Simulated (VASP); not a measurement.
# Cu: single point with r2SCAN

Cu:

```
CELL_PARAMETERS angstrom
0.02259 1.80750 1.80750
1.83009 0.00000 1.83009
1.80750 1.80750 0.02259
ATOMIC_POSITIONS crystal
Cu 0.00000 0.00000 0.00000
```

This cell differs from its parent crystal: strain +0.0250 x Voigt [0, 0, 0, 0, 1, 0].

```json
{
  "Program": "VASP 6.6.1",
  "Task": "single point",
  "Functional": "r2SCAN",
  "Potentials or basis": "VASP PAW PBE potentials, release 64 (Cu)",
  "Cutoff": "520 eV",
  "k mesh": "22 × 22 × 22",
  "Occupations": "gaussian, width 0.15 eV",
  "Spin": "no spin polarisation"
}
```

The pressure is -4.1 GPa. The band gap on the k mesh is zero (an odd number of electrons rules out a gap without spin polarisation).

Stress tensor (GPa, compression positive):
```
-4.07  0.00 -2.21
 0.00 -4.18  0.00
-2.21  0.00 -4.07
```

Levels at points of the mesh, in eV from the Fermi level:
```tsv
k point	band 4	band 5	band 6	band 7	band 8	band 9
(0.00, 0.00, 0.00)	-3.07	-2.32	-2.32	23.31	25.79	26.51
(0.50, 0.00, 0.00)	-1.75	-1.70	-0.92	4.15	21.66	22.69
(0.00, 0.50, 0.00)	-1.77	-1.72	-1.16	3.80	22.02	23.30
(0.50, 0.50, 0.00)	-1.58	-1.57	1.59	7.44	13.77	13.77
(0.50, 0.00, 0.50)	-1.58	-1.57	1.59	7.44	13.15	14.39
```

It took 6.1 min on 1 thread of Intel(R) Xeon(R) 6975P-C (Granite Rapids) (shared host), peak memory 0.31 GiB.

Caveat: the cell differs from its parent crystal (strain +0.0250 x Voigt [0, 0, 0, 0, 1, 0]); the cell stands under tension; the PAW data sets were made with another functional, which shifts forces and pressure a little.
